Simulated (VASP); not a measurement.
Input of a VASP 6.6.1 run:

The input INCAR:

```
PREC = Accurate
ENCUT = 520
EDIFF = 1E-6
ISMEAR = 0
SIGMA = 0.1
LREAL = Auto
LASPH = True
NELM = 60
ALGO = Normal
ISIF = 2
LWAVE = False
LCHARG = False
LDIPOL = True
IDIPOL = 3
DIPOL = 0.5 0.5 0.323
GGA = PE
NBANDS = 44
```

Contents of KPOINTS:

```
regular mesh
0
Gamma
  5 3 1
```

File POSCAR:

```
Al18N
1.0
    5.7070863110      0.0000000000      0.0000000000
   -1.4267715777      9.7014842373      0.0000000000
    0.0000000000      0.0000000000     20.2903703481
Al N
18 1
Direct
    0.2662216041      0.0648864163      0.1971378507
    0.7662216041      0.0648864163      0.1971378507
    0.3354806058      0.3419224231      0.2462112388
    0.8354806058      0.3419224231      0.2462112388
    0.1493324061      0.5973296244      0.2560259164
    0.6493324061      0.5973296244      0.2560259164
    0.4631842064      0.8527368258      0.2658405941
    0.9631842064      0.8527368258      0.2658405941
    0.0319772070      0.1277109165      0.3154271774
    0.5319772070      0.1277109165      0.3154271774
    0.0997917582      0.4042231291      0.3707799915
    0.5997917582      0.4042231291      0.3707799915
    0.4144000518      0.6596656508      0.3785021759
    0.9144000518      0.6596656508      0.3785021759
    0.2263076905      0.9110819252      0.3874246333
    0.7263076905      0.9110819252      0.3874246333
    0.2962427210      0.1814071991      0.4332286793
    0.7962427210      0.1814071991      0.4332286793
    0.4212427210      0.4314071991      0.4368127251
```

Potentials or basis: VASP PAW PBE potentials, release 64 (Al, N).

Launch:

```console
$ cat potpaw_PBE.64/Al/POTCAR potpaw_PBE.64/N/POTCAR > POTCAR
$ mpirun -np 1 vasp_std > vasp.out
```

Q: What does it give for the band gap on the k mesh?

A: Zero (an odd number of electrons rules out a gap without spin polarisation).

Q: Predict the largest force.

A: 3.415 eV/Å.

Forces in eV/Å, atoms in the order of the input:
```
Al  -0.049  0.122 -0.011
Al   0.039  0.170 -0.006
Al  -0.017  0.051 -0.014
Al  -0.025  0.097 -0.074
Al   0.043 -0.176  0.022
Al   0.007 -0.112  0.119
Al   0.045  0.011 -0.143
Al  -0.034 -0.112 -0.059
Al   0.032  0.073  0.009
Al   0.041  0.022  0.071
Al   0.778  0.206  0.990
Al   2.056 -0.366 -1.791
Al   0.100 -0.621  0.581
Al   0.118  0.090 -0.103
Al   0.041 -0.028  0.084
Al   0.010 -0.044 -0.026
Al   0.120  0.894  0.363
Al   0.110 -0.235 -0.028
N   -3.414 -0.043  0.016
```
